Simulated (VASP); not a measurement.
## MoS2: single point with PBEsol+D3(BJ)

MoS2:

```
Mo S
1.0
    -1.53990   -2.66719    0.00000
     1.53990   -2.66719    0.00000
     0.00000    0.00000   17.39115
Mo S
3 6
Direct
  0.33333 0.33333 0.33333
  0.66667 0.66667 0.66667
  0.00000 0.00000 0.00000
  0.00000 0.00000 0.75923
  0.33333 0.33333 0.09256
  0.66667 0.66667 0.42589
  0.00000 0.00000 0.24077
  0.33333 0.33333 0.57411
  0.66667 0.66667 0.90744
```

- Program: VASP 6.6.1
- Task: single point
- Functional: PBEsol
- Dispersion: D3(BJ)
- Potentials or basis: VASP PAW PBE potentials, release 64 (Mo_sv, S)
- Cutoff: 520 eV
- k mesh: 14 × 14 × 3
- Occupations: gaussian, width 0.15 eV
- Spin: no spin polarisation

The pressure is 0.0 GPa and the largest force is 0.005 eV/Å. The band gap on the k mesh is zero (bands 39 and 40 overlap by 0.50 eV). The dispersion energy per atom is -0.415 eV.

Forces on the atoms (eV/Å):
```
Mo   0.000  0.000  0.000
Mo   0.000  0.000  0.000
Mo   0.000  0.000  0.000
S    0.000  0.000 -0.005
S    0.000  0.000 -0.005
S    0.000  0.000 -0.005
S    0.000  0.000  0.005
S    0.000  0.000  0.005
S    0.000  0.000  0.005
```

Stress tensor (GPa, compression positive):
```
-0.02  0.00  0.00
 0.00 -0.02  0.00
 0.00  0.00  0.09
```

Levels at points of the mesh, in eV from the Fermi level:
```
           k point  band 36  band 37  band 38  band 39  band 40  band 41  band 42  band 43
(0.00, 0.00, 0.00)    -0.71    -0.71    -0.12    -0.12     0.09     0.09     0.09     0.09
(0.50, 0.00, 0.00)    -2.16    -1.67    -1.23    -1.23     1.66     1.66     1.66     1.90
```

Wall time 6.2 min on 1 thread of Intel(R) Xeon(R) Platinum 8488C (Sapphire Rapids), with other jobs on the host, peak memory 0.48 GiB.

Caveat: the PAW data sets were made with another functional, which shifts forces and pressure a little.
